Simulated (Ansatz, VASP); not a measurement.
One calculation of CaO, two programs

```xyz
4
Lattice="3.9322 0.0000 0.0000 -1.9661 3.4054 0.0000 0.0000 0.0000 4.7207" Properties=species:S:1:pos:R:3 pbc="T T T"
Ca    0.0000    2.2702    3.5405
Ca    1.9661    1.1351    1.1802
O     0.0000    2.2702    1.1802
O     1.9661    1.1351    3.5405
```

Alike in both runs: task single point; functional PBE; k mesh 9 × 9 × 6; occupations gaussian, width 0.05 eV; no spin polarisation.

|  | VASP | Ansatz |
| --- | --- | --- |
| version | VASP 6.6.1 | Ansatz 0.2.0 |
| potentials or method | VASP PAW PBE potentials, release 64 (Ca_sv, O), cutoff 520 eV | scalar-relativistic, plane waves, PAW |
| valence electrons in the cell | 32 | 32 |

Ansatz gave:

- gap on the k mesh at the Fermi level (eV): 3.34
- least direct gap on the mesh (eV): 3.34
- pressure (GPa): 5.3
- traceless stress, the component that is largest in VASP (GPa): 0.42

Problem. Estimate VASP's values.

Solution. gap on the k mesh at the Fermi level (eV): 3.32; least direct gap on the mesh (eV): 3.32; pressure (GPa): 5.9; traceless stress, the component that is largest in VASP (GPa): 0.44.
